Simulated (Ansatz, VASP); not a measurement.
**One calculation of PbSe, two programs**

Contents of INCAR:

```
PREC = Accurate ; ENCUT = 520
EDIFF = 1E-8 ; ISMEAR = -1
SIGMA = 0.01 ; LREAL = F
LASPH = T ; NELM = 60
ALGO = Normal ; ISIF = 2
LWAVE = F ; LCHARG = F
GGA = PE ; LEFG = T
NBANDS = 17
```

KPOINTS

```
regular mesh
0
Gamma
  9 9 9
```

The input POSCAR:

```
PbSe
1.0
    0.0000000000      2.9702855000      3.0621500000
    2.9702855000      0.0000000000      3.0621500000
    2.9702855000      2.9702855000      0.0000000000
Pb Se
1 1
Direct
    0.0000000000      0.0000000000      0.0000000000
    0.5000000000      0.5000000000      0.5000000000
```

Input for Ansatz:

```yaml
crystal:
  lattice:
    - [0.0, 2.9702855, 3.06215]
    - [2.9702855, 0.0, 3.06215]
    - [2.9702855, 2.9702855, 0.0]
  atoms:
    - { symbol: Pb, position: [0.0, 0.0, 0.0] }
    - { symbol: Se, position: [0.5, 0.5, 0.5] }
kpoints:
  mp_grid: { grid: [9, 9, 9] }
scf:
  occupations: { method: fermi_dirac, width: 0.01 }
hamiltonian:
  xc: pbe
  pseudopotentials: { kind: all_electron, datasets: crystal }
output:
  forces: true
  stress: true
  eigenvalues: true
  efg: { contact_densities: true }
```

Change from the starting cell: equal xx and yy strain of -3 %, crystal datasets.

Alike in both runs: task electric field gradients; functional PBE; k mesh 9 × 9 × 9; occupations fermi-dirac, width 0.01 eV; no spin polarisation.

|  | VASP | Ansatz |
| --- | --- | --- |
| version | VASP 6.6.1 | Ansatz 0.2.0 |
| potentials or method | VASP PAW PBE potentials, release 64 (Pb_d, Se), cutoff 520 eV | all-electron PAW with datasets made for the crystal, scalar-relativistic |

Ansatz gave:

| Property | Result |
| --- | --- |
| gap on the k mesh at the Fermi level (eV) | 0.62 |
| pressure (GPa) | 6.4 |
| traceless stress, the component that is largest in VASP (GPa) | -3.21 |
| size of Vzz on the site where it differs most (V/Å²) | 104.7 |

What did VASP give for the same quantities?

gap on the k mesh at the Fermi level (eV): 0.62; pressure (GPa): 6.4; traceless stress, the component that is largest in VASP (GPa): -3.22; size of Vzz on the site where it differs most (V/Å²): 97.6.

Ansatz ran all-electron here, and VASP with PAW potentials.

Neither program's run includes spin-orbit coupling.
